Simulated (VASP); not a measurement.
# PbS (Cmme) in VASP: settings compared

Aim: see how the results for PbS move with the level of theory and the settings. Levels: PBE, r2SCAN. Tasks: single point.

All numbers are computed with VASP 6.6.1; they aren't measurements. Logs are shortened: lines on timing, memory, paths and dates and some standing lists are left out, and cuts for length are marked.

### Step 1. The cell of the first run

Symmetry: Cmme, No. 67, orthorhombic system. The conventional cell has a = 5.937 Å, b = 6.175 Å, c = 6.194 Å, α = 90.00°, β = 90.00°, γ = 90.00°. Within 3.7 Å of Pb (site symmetry mm2) lie 6 S at 2.81 to 3.38 Å. Within 3.7 Å of S (site symmetry mm2) lie 6 Pb at 2.81 to 3.38 Å.

### Step 2. Single point, PBE (biaxial xy strain +4.0%)

File INCAR:

```
  PREC = Accurate
  ENCUT = 520
  EDIFF = 1E-6
  ISMEAR = -1
  SIGMA = 0.02
  LREAL = F
  LASPH = T
  NELM = 60
  ALGO = Normal
  ISIF = 2
  LWAVE = F
  LCHARG = F
  GGA = PE
  NBANDS = 28
```

File KPOINTS:

```
Automatic mesh
0
Gamma
  4 6 6
```

File POSCAR:

```
PbS
1.0
    6.1938157515      0.0000000000      0.0000000000
    0.0000000000      3.0872856044      2.9685438740
    0.0000000000     -3.0872856044      2.9685438740
Pb S
2 2
Direct
    0.7317779708      0.2605081385      0.7605081385
    0.2682220292      0.7605081385      0.2605081385
    0.7221974922      0.7604918615      0.2604918615
    0.2778025078      0.2604918615      0.7604918615
```

Potentials or basis: VASP PAW PBE potentials, release 64 (Pb_d, S).

Run with:

```sh
$ cat potpaw_PBE.64/Pb_d/POTCAR potpaw_PBE.64/S/POTCAR > POTCAR
$ mpirun -np 1 vasp_std > vasp.out
```

OUTCAR:

```text
PREC = Accurate
   ENCUT = 520
   EDIFF = 1E-6
   ISMEAR = -1
   LREAL = F
   LASPH = T
   NELM = 60
   ISIF = 2
   GGA = PE

 ion  position               nearest neighbor table
   1  0.732  0.261  0.761-   4 2.81   3 2.97   3 2.97   3 3.09   3 3.09   4 3.38   2 4.13   2 4.13

   2  0.268  0.761  0.261-   3 2.81   4 2.97   4 2.97   4 3.09   4 3.09   3 3.38   1 4.13   1 4.13

   3  0.722  0.760  0.260-   2 2.81   1 2.97   1 2.97   1 3.09   1 3.09   2 3.38
   4  0.278  0.260  0.760-   1 2.81   2 2.97   2 2.97   2 3.09   2 3.09   1 3.38

  LATTYP: Found a base centered orthorhombic cell.
 ALAT       =     5.9370877480
 B/A-ratio  =     1.0399999917
 C/A-ratio  =     1.0432414029

  Lattice vectors:

 A1 = (   0.0000000000,   3.0872856044,   2.9685438740)
 A2 = (   0.0000000000,  -3.0872856044,   2.9685438740)
 A3 = (   6.1938157515,   0.0000000000,   0.0000000000)

Analysis of symmetry for initial positions (statically):
=====================================================================
 Subroutine PRICEL returns:
 Original cell was already a primitive cell.

 Routine SETGRP: Setting up the symmetry group for a
 base centered orthorhombic supercell.

 Subroutine GETGRP returns: Found  4 space group operations
 (whereof  2 operations were pure point group operations)
 out of a pool of  8 trial point group operations.

The static configuration has the point symmetry C_2 .
 The point group associated with its full space group is C_2v.

Analysis of symmetry for dynamics (positions and initial velocities):
=====================================================================
 Subroutine PRICEL returns:
 Original cell was already a primitive cell.

 Routine SETGRP: Setting up the symmetry group for a
 base centered orthorhombic supercell.

 Subroutine GETGRP returns: Found  4 space group operations
 (whereof  2 operations were pure point group operations)
 out of a pool of  8 trial point group operations.

The dynamic configuration has the point symmetry C_2 .
 The point group associated with its full space group is C_2v.

 Subroutine INISYM returns: Found  4 space group operations
 (whereof  2 operations are pure point group operations),
 and found     1 'primitive' translations

----------------------------------------------------------------------------------------

                                     Primitive cell

  volume of cell :     113.5295

[... 91 lines left out ...]
   NELM   =     60;   NELMIN=  2; NELMDL= -5     # of ELM steps
   EDIFF  = 0.1E-05   stopping-criterion for ELM
   LREAL  =      F    real-space projection
   EDIFFG = 0.1E-04   stopping-criterion for IOM
   NSW    =      0    number of steps for IOM
   IBRION =     -1    ionic relax: 0-MD 1-quasi-New 2-CG
   NFREE  =      0    steps in history (QN), initial steepest desc. (CG)
   ISIF   =      2    stress and relaxation
   ISYM   =      2    0-nonsym 1-usesym 2-fastsym
   POTIM  = 0.5000    time-step for ionic-motion
   TEBEG  =    0.0;   TEEND  =   0.0 temperature during run
   PSTRESS=    0.0 pullay stress
   NELECT =      40.0000    total number of electrons
   NUPDOWN=      -1.0000    fix difference up-down
   EMIN   =  10.00;   EMAX   =-10.00  energy-range for DOS
   EFERMI =   0.00;   METHOD = LEGACY
   ISMEAR =    -1;   SIGMA  =   0.02  broadening in eV -4-tet -1-fermi 0-gaus
   EFERMI_NEDOS =   21; number of points for ismear=-14 and -15
   IALGO  =     38    algorithm
   IMIX   =      4    mixing-type and parameters
     AMIX     =   0.40;   BMIX     =  1.00
     AMIX_MAG =   1.60;   BMIX_MAG =  1.00
  volume/ion in A,a.u.               =      28.38       191.53
  Fermi-wavevector in a.u.,A,eV,Ry     =   1.156268  2.185030 18.190398  1.336957
  Thomas-Fermi vector in A             =   2.292890
   LORBIT       =      0    0 simple, 1 ext, 2 COOP (PROOUT), +10 PAW based schemes
   GGA     = PE    functional components
   LHFCALC =     F    Hartree Fock is set to
   AEXX    =    0.0000 exact exchange contribution
   IVDW    =     0    specifies the selected vdW correction
   LEPSILON=     F    determine dielectric tensor
   LRPA    =     F    only Hartree local field effects (RPA)
 non-spin polarized calculation
  energy-cutoff  :      520.00
  volume of cell :      113.53
 maximum number of plane-waves:      3084
 NGX is ok and might be reduce to    48
   NGX = 23   NGY = 15   NGZ = 15

 number of electron      39.9999995 magnetization

 Free energy of the ion-electron system (eV)
  ---------------------------------------------------
  ext. energy  EPLUGINS =         0.00000000
  ---------------------------------------------------
  free energy    TOTEN  =       -17.46631126 eV

  energy without entropy =      -17.46631126  energy(sigma->0) =      -17.46631126

 E-fermi :   4.9313     XC(G=0):  -9.2519

 val. band max:        4.4964944069   @ k =   0.5000   0.5000   0.0000
 cond. band min:       5.5888875595   @ k =   0.5000   0.5000   0.0000
 fundamental gap:      1.0923931526
 Fermi energy:         4.9312527644

 k-point     1 :       0.0000    0.0000    0.0000
  band No.  band energies     occupation
      1     -12.0097      2.00000
      2     -11.9320      2.00000
      3     -11.9130      2.00000
      4     -11.9124      2.00000
      5     -11.9101      2.00000
      6     -11.8985      2.00000
[... 733 lines left out ...]
     27      12.7868      0.00000
     28      12.9684      0.00000

 [... further k-points ...]

------------------------ aborting loop because EDIFF is reached ----------------------------------------

  FORCE on cell =-STRESS in cart. coord.  units (eV):
  Direction    XX          YY          ZZ          XY          YZ          ZX
  --------------------------------------------------------------------------------------
  -------------------------------------------------------------------------------------
  Total       -0.5665256     -1.9433845      0.6569789      0.0000000      0.0000000      0.0000000
  in kB       -7.9950567    -27.4258916      9.2715740      0.0000000      0.0000000      0.0000000
  external PRESSURE =      -8.7164581 kB  Pullay stress =       0.0000000 kB

 VOLUME and BASIS-vectors are now :
 -----------------------------------------------------------------------------
  energy-cutoff  :      520.00
  volume of cell :      113.53
      direct lattice vectors                 reciprocal lattice vectors
     6.193815751  0.000000000  0.000000000     0.161451364  0.000000000  0.000000000
     0.000000000  3.087285604  2.968543874     0.000000000  0.161954566  0.168432747
     0.000000000 -3.087285604  2.968543874     0.000000000 -0.161954566  0.168432747

 POSITION                                       TOTAL-FORCE (eV/Angst)
 -----------------------------------------------------------------------------------
      4.53250     -1.54364      3.03093         0.035664      0.000000      0.000206
      1.66132      1.54364      3.03093        -0.035664      0.000000      0.000206
      4.47316      1.54364      3.03083         0.085993      0.000000     -0.000206
      1.72066     -1.54364      3.03083        -0.085993      0.000000     -0.000206
 -----------------------------------------------------------------------------------
    total drift:                                0.000000      0.000002      0.000904

  FREE ENERGIE OF THE ION-ELECTRON SYSTEM (eV)
  ---------------------------------------------------
  free  energy   TOTEN  =       -17.4663112559 eV

  energy  without entropy=      -17.4663112559  energy(sigma->0) =      -17.46631126
```

stdout:

```text
POSCAR found type information on POSCAR PbS
 POSCAR found :  2 types and       4 ions
 scaLAPACK will be used
 LDA part: xc-table for (Slater+PW92), standard interpolation
 POSCAR, INCAR and KPOINTS ok, starting setup
 FFT: planning ... GRIDC
 FFT: planning ... GRID_SOFT
 FFT: planning ... GRID
 WAVECAR not read
 entering main loop
```

Wall time 79 s (1 thread of Intel Xeon Platinum 8375C at 2.90GHz (Ice Lake), shared host); peak memory 0.26 GiB.

What came out:

* Free energy: -17.4663 eV
* Pressure: -0.9 GPa
* Largest force: 0.086 eV/Å
* Band gap on the k mesh: 1.09 eV, direct

Forces on the atoms (eV/Å):
```
Pb   0.036  0.000  0.000
Pb  -0.036  0.000  0.000
S    0.086  0.000  0.000
S   -0.086  0.000  0.000
```

Levels at points of the mesh, in eV from the valence-band top:
```csv
k point,band 16,band 17,band 18,band 19,band 20,band 21,band 22,band 23,band 24,band 25
"(0.00, 0.00, 0.00)",-2.91,-2.53,-1.71,-1.40,-1.32,4.49,4.89,5.07,5.39,5.52
"(0.50, 0.00, 0.00)",-2.24,-2.06,-1.89,-1.72,-0.69,1.88,3.70,4.51,5.02,5.10
"(0.00, 0.50, 0.00)",-2.81,-1.32,-1.32,-0.39,-0.39,1.79,1.79,2.84,2.84,4.53
"(0.50, 0.50, 0.00)",-1.33,-1.23,-1.23,0.00,0.00,1.09,1.09,2.43,2.43,2.60
"(0.00, 0.50, 0.50)",-4.30,-2.80,-2.68,-2.66,-2.40,4.40,4.57,5.36,5.51,5.54
"(0.50, 0.50, 0.50)",-3.90,-3.34,-3.24,-0.86,-0.71,2.64,2.83,4.38,4.78,5.23
```

Caveat: the cell differs from its parent crystal (biaxial xy strain +4.0%); spin-orbit coupling is left out, which moves the levels of the heavy elements.

### Step 3. Single point, r2SCAN (biaxial xy strain +4.0%)

POSCAR is that of step 2.

File INCAR.step1:

```
  PREC = Accurate
  ENCUT = 520
  ISMEAR = 0
  SIGMA = 0.01
  LREAL = False
  LASPH = True
  NELM = 60
  NBANDS = 28
  GGA = PE
  ALGO = Normal
  EDIFF = 1E-4
  LWAVE = True
  LCHARG = False
```

File INCAR.step2:

```
  PREC = Accurate
  ENCUT = 520
  EDIFF = 1E-6
  ISMEAR = 0
  SIGMA = 0.01
  LREAL = False
  LASPH = True
  NELM = 60
  ALGO = Normal
  ISIF = 2
  LWAVE = False
  LCHARG = True
  METAGGA = R2SCAN
  LMIXTAU = True
  LELF = True
  LVHAR = True
  NBANDS = 28
  ISTART = 1
```

KPOINTS is that of step 2.

Potentials or basis: VASP PAW PBE potentials, release 64 (Pb_d, S).

Run with:

```sh
$ cat potpaw_PBE.64/Pb_d/POTCAR potpaw_PBE.64/S/POTCAR > POTCAR
$ cp INCAR.step1 INCAR
$ mpirun -np 1 vasp_std > vasp.out
$ cp INCAR.step2 INCAR
$ mpirun -np 1 vasp_std > vasp.out
```

Wall time 3.9 min (1 thread of Intel Xeon Platinum 8375C at 2.90GHz (Ice Lake), shared host); peak memory 0.29 GiB.

It converged, with:

```
Free energy            : -131.1368 eV
Pressure               : -1.8 GPa
Largest force          : 0.009 eV/Å
Band gap on the k mesh : 1.33 eV, direct
```

Forces on the atoms (eV/Å):
```
Pb  -0.009  0.000  0.000
Pb   0.009  0.000  0.000
S   -0.003  0.000  0.000
S    0.003  0.000  0.000
```

Stress tensor (GPa, compression positive):
```
-1.87  0.00  0.00
 0.00 -3.66  0.00
 0.00  0.00  0.12
```

Levels at points of the mesh, in eV from the valence-band top:
| k point | band 16 | band 17 | band 18 | band 19 | band 20 | band 21 | band 22 | band 23 | band 24 | band 25 |
| --- | --- | --- | --- | --- | --- | --- | --- | --- | --- | --- |
| (0.00, 0.00, 0.00) | -3.08 | -2.68 | -1.85 | -1.54 | -1.45 | 4.78 | 5.21 | 5.38 | 5.76 | 5.91 |
| (0.50, 0.00, 0.00) | -2.39 | -2.20 | -2.01 | -1.85 | -0.74 | 2.08 | 4.03 | 4.81 | 5.34 | 5.45 |
| (0.00, 0.50, 0.00) | -2.96 | -1.46 | -1.46 | -0.42 | -0.42 | 2.05 | 2.05 | 3.08 | 3.08 | 4.83 |
| (0.50, 0.50, 0.00) | -1.47 | -1.36 | -1.36 | 0.00 | 0.00 | 1.33 | 1.33 | 2.66 | 2.66 | 2.84 |
| (0.00, 0.50, 0.50) | -4.47 | -2.96 | -2.82 | -2.81 | -2.55 | 4.65 | 4.83 | 5.73 | 5.87 | 5.95 |
| (0.50, 0.50, 0.50) | -4.07 | -3.50 | -3.39 | -0.97 | -0.81 | 2.92 | 3.11 | 4.66 | 5.08 | 5.60 |

Caveat: the cell differs from its parent crystal (biaxial xy strain +4.0%); the PAW data sets were made with another functional, which shifts forces and pressure a little; spin-orbit coupling is left out, which moves the levels of the heavy elements.
